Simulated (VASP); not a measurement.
A run of VASP 6.6.1 is set up as follows.

INCAR

```
PREC = Accurate ; ENCUT = 520
EDIFF = 1E-8 ; ISMEAR = -1
SIGMA = 0.05 ; LREAL = False
LASPH = True ; NELM = 80
ALGO = Normal ; ISIF = 2
LWAVE = False ; LCHARG = False
GGA = PE ; LEFG = True
NBANDS = 18
```

Contents of KPOINTS:

```
regular mesh
0
Gamma
  12 12 7
```

File POSCAR:

```
La
1.0
    3.7830588365      0.0000000000      0.0000000000
   -1.8915294182      3.2762250564      0.0000000000
    0.0000000000      0.0000000000      6.0761289130
La
2
Direct
    0.3333333333      0.6666666667      0.2500000000
    0.6666666667      0.3333333333      0.7631662776
```

Potentials or basis: VASP PAW PBE potentials, release 64 (La).

Launch:

```bash
$ cat potpaw_PBE.64/La/POTCAR > POTCAR
$ mpirun -np 1 vasp_std > vasp.out
```

Estimate the pressure.

0.1 GPa.

Predict the largest force.

0.117 eV/Å.

What does it give for the band gap on the k mesh?

Zero (bands 11 and 12 overlap by 1.29 eV).

Forces on the atoms (eV/Å):
```
La   0.000  0.000  0.117
La   0.000  0.000 -0.117
```

Caveat: the cell differs from its parent crystal (atom 2 (La) moved by [0.0, 0.0, 0.08] A); without QUAD_EFG the Cq values of the log hold for a quadrupole moment of 1 mb, not for the nuclei; spin-orbit coupling is left out, which moves the levels of the heavy elements.
